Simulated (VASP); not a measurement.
Wanted: the native input for a VASP 6.6.1 run.

- Task: single point
- Functional: PBE
- Potentials or basis: VASP PAW PBE potentials, release 64 (Mg, O)
- Cutoff: 520 eV
- k mesh: 1 × 1 × 8
- Occupations: gaussian, width 0.05 eV
- Spin: no spin polarisation
- Dipole correction: no
- Further INCAR settings: LREAL = Auto; ALGO = Normal; EDIFF = 1e-07; NBANDS = 51

The structure of MgO lies in POSCAR:

```
MgO
1.0
   13.3000000000      0.0000000000      0.0000000000
    0.0000000000     13.6000000000      0.0000000000
    0.0000000000      0.0000000000      3.9900480684
Mg O
9 9
Direct
    0.5000000000      0.5000000000      0.0000000000
    0.5000000000      0.3430226387      0.5000000000
    0.5000000000      0.6569773613      0.5000000000
    0.3394858114      0.5000000000      0.5000000000
    0.6605141886      0.5000000000      0.5000000000
    0.3457156146      0.3491179949      0.0000000000
    0.3457156146      0.6508820051      0.0000000000
    0.6542843854      0.3491179949      0.0000000000
    0.6542843854      0.6508820051      0.0000000000
    0.3366298970      0.5000000000      0.0000000000
    0.6633701030      0.5000000000      0.0000000000
    0.3406511656      0.3441657423      0.5000000000
    0.3406511656      0.6558342577      0.5000000000
    0.6593488344      0.3441657423      0.5000000000
    0.6593488344      0.6558342577      0.5000000000
    0.5000000000      0.5000000000      0.5000000000
    0.5000000000      0.3402325592      0.0000000000
    0.5000000000      0.6597674408      0.0000000000
```

One way to write it, as run:

INCAR

```
SYSTEM = MgO
PREC = Accurate ; ENCUT = 520
EDIFF = 1E-7 ; ISMEAR = 0
SIGMA = 0.05 ; LREAL = Auto
LASPH = .TRUE. ; NELM = 100
ALGO = Normal ; ISIF = 2
LWAVE = .FALSE. ; LCHARG = .TRUE.
GGA = PE ; LELF = .TRUE.
LVHAR = .TRUE. ; NBANDS = 51
```

KPOINTS

```
Automatic mesh
0
G
  1 1 8
  0 0 0
```

Potentials or basis: VASP PAW PBE potentials, release 64 (Mg, O).

The run is started by

```sh
$ cat potpaw_PBE.64/Mg/POTCAR potpaw_PBE.64/O/POTCAR > POTCAR
$ mpirun -np 1 vasp_std > vasp.out
```

Results of the run:

```json
{
  "Largest force": "0.033 eV/Å",
  "Band gap on the k mesh": "3.32 eV"
}
```

Wall time 8.4 min on 1 thread of Intel(R) Xeon(R) Platinum 8488C (Sapphire Rapids) (shared host), peak memory 0.65 GiB.
